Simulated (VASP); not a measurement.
Al:

```
CELL_PARAMETERS angstrom
2.82708 0.00000 0.00000
-1.41354 2.44832 0.00000
0.00000 0.00000 9.18599
ATOMIC_POSITIONS crystal
Al 0.66667 0.33333 0.75000
Al 0.00000 0.00000 0.50000
Al 0.33333 0.66667 0.25000
Al 0.00000 0.00000 0.00000
```

Base run:

```yaml
Program: VASP 6.6.1
Functional: PBEsol
Potentials_or_basis: VASP PAW PBE potentials, release 64 (Al)
Cutoff: 520 eV
k_mesh: 11 × 11 × 3
Occupations: fermi-dirac, width 0.05 eV
Spin: no spin polarisation
```

Its results: band gap on the k mesh zero (band 6 reaches 12.35 eV, above the bottom of band 7 at 6.41 eV); pressure 2.0 GPa.

The run is repeated on the same cell with these changes: functional from PBEsol to r2SCAN; further incar settings from ALGO = Fast; EDIFF = 1e-06; NBANDS = 14 to ALGO = Normal; EDIFF = 1e-06; NBANDS = 14. What comes out?

Band gap on the k mesh zero (band 6 reaches 12.66 eV, above the bottom of band 7 at 6.44 eV); pressure 0.1 GPa.

Caveats: the PAW data sets were made with another functional, which shifts forces and pressure a little.
